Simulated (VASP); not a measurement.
# Ta (Im-3m) in VASP: notebook, part 2 of 2

VASP 6.6.1.

## 3. Single point, PBE

This run uses another cell than the first one, of 16.66 Å³/atom, 1.028 times its volume.

Input file INCAR:

```
SYSTEM = Ta
  PREC = Accurate
  ENCUT = 520
  EDIFF = 1E-6
  ISMEAR = -1
  SIGMA = 0.1
  LREAL = .FALSE.
  LASPH = .TRUE.
  NELM = 100
  ALGO = Normal
  ISIF = 2
  LWAVE = .FALSE.
  LCHARG = .FALSE.
  GGA = PE
  NBANDS = 12
```

Input file KPOINTS:

```
Automatic mesh
0
G
  12 12 12
  0 0 0
```

Input file POSCAR:

```
Ta
1.0
   -1.6089206722      1.6089206722      1.6089206722
    1.6089206722     -1.6089206722      1.6089206722
    1.6089206722      1.6089206722     -1.6089206722
Ta
1
Direct
    0.0000000000      0.0000000000      0.0000000000
```

Potentials or basis: VASP PAW PBE potentials, release 64 (Ta_pv).

The run is started by

```bash
cat potpaw_PBE.64/Ta_pv/POTCAR > POTCAR
mpirun -np 1 vasp_std > vasp.out
```

OUTCAR:

```text
SYSTEM = Ta
   PREC = Accurate
   ENCUT = 520
   EDIFF = 1E-6
   ISMEAR = -1
   LREAL = .FALSE.
   LASPH = .TRUE.
   NELM = 100
   ISIF = 2
   GGA = PE

 ion  position               nearest neighbor table
   1  0.000  0.000  0.000-

  LATTYP: Found a body centered cubic cell.
 ALAT       =     3.2178413444

  Lattice vectors:

 A1 = (  -1.6089206722,   1.6089206722,   1.6089206722)
 A2 = (   1.6089206722,  -1.6089206722,   1.6089206722)
 A3 = (   1.6089206722,   1.6089206722,  -1.6089206722)

Analysis of symmetry for initial positions (statically):
=====================================================================
 Subroutine PRICEL returns:
 Original cell was already a primitive cell.

 Routine SETGRP: Setting up the symmetry group for a
 body centered cubic supercell.

 Subroutine GETGRP returns: Found 48 space group operations
 (whereof 48 operations were pure point group operations)
 out of a pool of 48 trial point group operations.

The static configuration has the point symmetry O_h .

Analysis of symmetry for dynamics (positions and initial velocities):
=====================================================================
 Subroutine PRICEL returns:
 Original cell was already a primitive cell.

 Routine SETGRP: Setting up the symmetry group for a
 body centered cubic supercell.

 Subroutine GETGRP returns: Found 48 space group operations
 (whereof 48 operations were pure point group operations)
 out of a pool of 48 trial point group operations.

The dynamic configuration has the point symmetry O_h .

 Subroutine INISYM returns: Found 48 space group operations
 (whereof 48 operations are pure point group operations),
 and found     1 'primitive' translations

----------------------------------------------------------------------------------------

                                     Primitive cell

  volume of cell :      16.6596

  direct lattice vectors                    reciprocal lattice vectors
    -1.608920672  1.608920672  1.608920672     0.000000000  0.310767342  0.310767342
     1.608920672 -1.608920672  1.608920672     0.310767342  0.000000000  0.310767342
     1.608920672  1.608920672 -1.608920672     0.310767342  0.310767342  0.000000000

  length of vectors
     2.786732350  2.786732350  2.786732350     0.439491389  0.439491389  0.439491389

  position of ions in fractional coordinates (direct lattice)
     0.000000000  0.000000000  0.000000000

  ion indices of the primitive-cell ions
   primitive index   ion index
                 1           1

----------------------------------------------------------------------------------------

 KPOINTS: Automatic mesh

Automatic generation of k-mesh.
 Grid dimensions read from file:
 generate k-points for:   12   12   12

 Generating k-lattice:

  Cartesian coordinates                     Fractional coordinates (reciprocal lattice)
     0.000000000  0.025897278  0.025897278     0.083333333  0.000000000  0.000000000
     0.025897278  0.000000000  0.025897278     0.000000000  0.083333333  0.000000000
     0.025897278  0.025897278  0.000000000     0.000000000  0.000000000  0.083333333

  Length of vectors
     0.036624282  0.036624282  0.036624282

  Shift w.r.t. Gamma in fractional coordinates (k-lattice)
     0.000000000  0.000000000  0.000000000

 Subroutine IBZKPT returns following result:
 ===========================================

 Found     72 irreducible k-points:

 Following reciprocal coordinates:
            Coordinates               Weight
  0.000000  0.000000  0.000000      1.000000
  0.083333  0.000000  0.000000     12.000000
  0.166667  0.000000  0.000000     12.000000
  0.250000  0.000000  0.000000     12.000000
  0.333333  0.000000  0.000000     12.000000
  0.416667  0.000000  0.000000     12.000000
[... 16 lines left out ...]
  0.333333  0.083333  0.083333     24.000000
  0.416667  0.083333  0.083333     12.000000
 [... further k-points ...]
   k-points           NKPTS =     72   k-points in BZ     NKDIM =     72   number of bands    NBANDS=     12
   number of dos      NEDOS =    301   number of ions     NIONS =      1
   total plane-waves  NPLWV =  13824
   dimension x,y,z NGX =    24 NGY =   24 NGZ =   24
   dimension x,y,z NGXF=    48 NGYF=   48 NGZF=   48
   ions per type =               1
   NGX,Y,Z   is equivalent  to a cutoff of  14.32, 14.32, 14.32 a.u.
   NGXF,Y,Z  is equivalent  to a cutoff of  28.63, 28.63, 28.63 a.u.
 SYSTEM =  Ta
   PREC   = accura    normal or accurate (medium, high low for compatibility)
   ISTART =      0    job   : 0-new  1-cont  2-samecut
   ICHARG =      2    charge: 1-file 2-atom 10-const
   ISPIN  =      1    spin polarized calculation?
   LNONCOLLINEAR =      F non collinear calculations
   LSORBIT =      F    spin-orbit coupling
   LASPH  =      T    aspherical Exc in radial PAW
   ENCUT  =  520.0 eV  38.22 Ry    6.18 a.u.   5.18  5.18  5.18*2*pi/ulx,y,z
   NELM   =    100;   NELMIN=  2; NELMDL= -5     # of ELM steps
   EDIFF  = 0.1E-05   stopping-criterion for ELM
   LREAL  =      F    real-space projection
   EDIFFG = 0.1E-04   stopping-criterion for IOM
   NSW    =      0    number of steps for IOM
   IBRION =     -1    ionic relax: 0-MD 1-quasi-New 2-CG
   NFREE  =      0    steps in history (QN), initial steepest desc. (CG)
   ISIF   =      2    stress and relaxation
   ISYM   =      2    0-nonsym 1-usesym 2-fastsym
   POTIM  = 0.5000    time-step for ionic-motion
   TEBEG  =    0.0;   TEEND  =   0.0 temperature during run
   PSTRESS=    0.0 pullay stress
   NELECT =      11.0000    total number of electrons
   NUPDOWN=      -1.0000    fix difference up-down
   EMIN   =  10.00;   EMAX   =-10.00  energy-range for DOS
   EFERMI =   0.00;   METHOD = LEGACY
   ISMEAR =    -1;   SIGMA  =   0.10  broadening in eV -4-tet -1-fermi 0-gaus
   EFERMI_NEDOS =   21; number of points for ismear=-14 and -15
   IALGO  =     38    algorithm
   IMIX   =      4    mixing-type and parameters
     AMIX     =   0.40;   BMIX     =  1.00
     AMIX_MAG =   1.60;   BMIX_MAG =  1.00
  volume/ion in A,a.u.               =      16.66       112.42
  Fermi-wavevector in a.u.,A,eV,Ry     =   1.425556  2.693911 27.649913  2.032211
  Thomas-Fermi vector in A             =   2.545928
   LORBIT       =      0    0 simple, 1 ext, 2 COOP (PROOUT), +10 PAW based schemes
   GGA     = PE    functional components
   LHFCALC =     F    Hartree Fock is set to
   AEXX    =    0.0000 exact exchange contribution
   IVDW    =     0    specifies the selected vdW correction
   LEPSILON=     F    determine dielectric tensor
   LRPA    =     F    only Hartree local field effects (RPA)
 non-spin polarized calculation
  energy-cutoff  :      520.00
  volume of cell :       16.66
 maximum number of plane-waves:       468
 NGX is ok and might be reduce to    24
   NGX = 11   NGY = 11   NGZ = 11

 number of electron      10.9999999 magnetization

 Free energy of the ion-electron system (eV)
  ---------------------------------------------------
  ext. energy  EPLUGINS =         0.00000000
  ---------------------------------------------------
  free energy    TOTEN  =       -11.73076575 eV

  energy without entropy =      -11.69291793  energy(sigma->0) =      -11.71184184

 E-fermi :   6.1560     XC(G=0): -13.0200

 val. band max:        6.1457408425   @ k =  -0.3333   0.3333   0.1667
 cond. band min:       6.2105634850   @ k =  -0.4167   0.5000   0.0833
 fundamental gap:      0.0648226424
 Fermi energy:         6.1559919978

 k-point     1 :       0.0000    0.0000    0.0000
  band No.  band energies     occupation
      1     -26.6050      2.00000
      2     -26.6050      2.00000
      3     -26.6050      2.00000
      4      -2.0714      2.00000
      5       6.8725      0.00155
      6       6.8725      0.00155
      7       6.8725      0.00155
      8      10.4278      0.00000
      9      10.4278      0.00000
     10      21.5168      0.00000
     11      21.5168      0.00000
     12      21.5168      0.00000
[... 331 lines left out ...]
 k-point    24 :       0.4167    0.0833    0.0833
  band No.  band energies     occupation
      1     -28.0180      2.00000
      2     -27.1604      2.00000
      3     -26.7204      2.00000
      4       2.0908      2.00000
      5       4.2948      2.00000
      6       7.3367      0.00001
      7      10.6476      0.00000
      8      11.5401      0.00000
      9      15.7886      0.00000
     10      17.8418      0.00000
     11      19.2583      0.00000
     12      21.1326      0.00000

 [... further k-points ...]

------------------------ aborting loop because EDIFF is reached ----------------------------------------

  FORCE on cell =-STRESS in cart. coord.  units (eV):
  Direction    XX          YY          ZZ          XY          YZ          ZX
  --------------------------------------------------------------------------------------
  -------------------------------------------------------------------------------------
  Total        2.1977811      2.1977811      2.1977811     -0.0000000      0.0000000     -0.0000000
  in kB      211.3640537    211.3640537    211.3640537     -0.0000000      0.0000000     -0.0000000
  external PRESSURE =     211.3640537 kB  Pullay stress =       0.0000000 kB

 VOLUME and BASIS-vectors are now :
 -----------------------------------------------------------------------------
  energy-cutoff  :      520.00
  volume of cell :       16.66
      direct lattice vectors                 reciprocal lattice vectors
    -1.608920672  1.608920672  1.608920672     0.000000000  0.310767342  0.310767342
     1.608920672 -1.608920672  1.608920672     0.310767342  0.000000000  0.310767342
     1.608920672  1.608920672 -1.608920672     0.310767342  0.310767342  0.000000000

 POSITION                                       TOTAL-FORCE (eV/Angst)
 -----------------------------------------------------------------------------------
      0.00000      0.00000      0.00000         0.000000      0.000000      0.000000
 -----------------------------------------------------------------------------------
    total drift:                                0.000000      0.000000     -0.000000

  FREE ENERGIE OF THE ION-ELECTRON SYSTEM (eV)
  ---------------------------------------------------
  free  energy   TOTEN  =       -11.7307657465 eV

  energy  without entropy=      -11.6929179296  energy(sigma->0) =      -11.71184184
```

OSZICAR:

```text
N       E                     dE             d eps       ncg     rms          rms(c)
DAV:   1     0.611963372756E+02    0.61196E+02   -0.60905E+03  1736   0.884E+02
DAV:   2    -0.111709952478E+02   -0.72367E+02   -0.70571E+02  1968   0.248E+02
DAV:   3    -0.121277995255E+02   -0.95680E+00   -0.94927E+00  2032   0.269E+01
DAV:   4    -0.121300427656E+02   -0.22432E-02   -0.22431E-02  1976   0.147E+00
DAV:   5    -0.121300490101E+02   -0.62445E-05   -0.62449E-05  2008   0.724E-02    0.155E+01
DAV:   6    -0.118288876552E+02    0.30116E+00   -0.23403E-01  2000   0.526E+00    0.789E+00
DAV:   7    -0.117319320484E+02    0.96956E-01   -0.22546E-01  1972   0.485E+00    0.412E-01
DAV:   8    -0.117308201738E+02    0.11119E-02   -0.53068E-03  1824   0.720E-01    0.138E-01
DAV:   9    -0.117307715771E+02    0.48597E-04   -0.13721E-04  2012   0.133E-01    0.278E-02
DAV:  10    -0.117307660429E+02    0.55341E-05   -0.33937E-06  1876   0.206E-02    0.369E-03
DAV:  11    -0.117307657465E+02    0.29638E-06   -0.73817E-08  1004   0.305E-03
   1 F= -.11730766E+02 E0= -.11711842E+02  d E =-.378478E-01
```

Wall time 4.9 s (1 thread of Intel Xeon 6975P-C (Granite Rapids), shared host); peak memory 0.14 GiB.

Results:

```yaml
Free_energy: -11.7308 eV
Pressure: 21.1 GPa
```

Caveat: spin-orbit coupling is left out, which moves the levels of the heavy elements.
